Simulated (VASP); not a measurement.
Write the native input for VASP 6.6.1 that does the following.

```
Task                   : relaxation of cell and atoms
Functional             : PBEsol
Potentials or basis    : VASP PAW PBE potentials, release 64 (Ga_d, Se)
Cutoff                 : 500 eV
k mesh                 : 12 × 12 × 2
Occupations            : gaussian, width 0.02 eV
Spin                   : no spin polarisation
Dipole correction      : no
Further INCAR settings : ALGO = Normal; EDIFF = 1e-07; IBRION = 2; EDIFFG = -0.005; NSW = 100; ISIF = 3
```

The structure of GaSe lies in POSCAR:

```
GaSe
1.0
    3.7525708060      0.0000000000      0.0000000000
   -1.8762854030      3.2498216475      0.0000000000
    0.0000000000      0.0000000000     16.1638315391
Ga Se
4 4
Direct
    0.3333333333      0.6666666667      0.1747215953
    0.6666666667      0.3333333333      0.6747215953
    0.3333333333      0.6666666667      0.3252784047
    0.6666666667      0.3333333333      0.8252784047
    0.3333333333      0.6666666667      0.6024354584
    0.6666666667      0.3333333333      0.1024354584
    0.3333333333      0.6666666667      0.8975645416
    0.6666666667      0.3333333333      0.3975645416
```

These files were run (other wordings do the same):

INCAR

```
  PREC = Accurate
  ENCUT = 500
  EDIFF = 1E-7
  ISMEAR = 0
  SIGMA = 0.02
  LREAL = False
  LASPH = True
  NELM = 120
  ALGO = Normal
  ISIF = 3
  LWAVE = False
  LCHARG = False
  GGA = PS
  IBRION = 2
  NSW = 100
  EDIFFG = -0.005
  GGA_COMPAT = False
  NELMIN = 4
```

KPOINTS

```
regular mesh
0
Gamma
  12 12 2
```

Potentials or basis: VASP PAW PBE potentials, release 64 (Ga_d, Se).

Command:

```sh
$ cat potpaw_PBE.64/Ga_d/POTCAR potpaw_PBE.64/Se/POTCAR > POTCAR
$ mpirun -np 1 vasp_std > vasp.out
```

It gave:

* Relaxed volume: 24.81 Å³/atom
* Relaxed cell: a = 3.747 Å, b = 3.747 Å, c = 16.326 Å, α = 90.00°, β = 90.00°, γ = 120.00°
* Space group after relaxing (to 0.1 Å): P6_3/mmc (No. 194)
* Energy gained by relaxing: 0.2 meV/atom
* Ionic steps: 20
* Pressure after relaxing: 0.0 GPa
* Band gap on the k mesh: 1.02 eV

Caveat: the PAW data sets were made with another functional, which shifts forces and pressure a little; this functional lacks dispersion, which binds layers or chains, so the pressure and a relaxed spacing across them are unreliable.

Run time: 26 min on 1 thread of Intel(R) Xeon(R) 6975P-C (Granite Rapids) (shared host), peak memory 0.46 GiB.
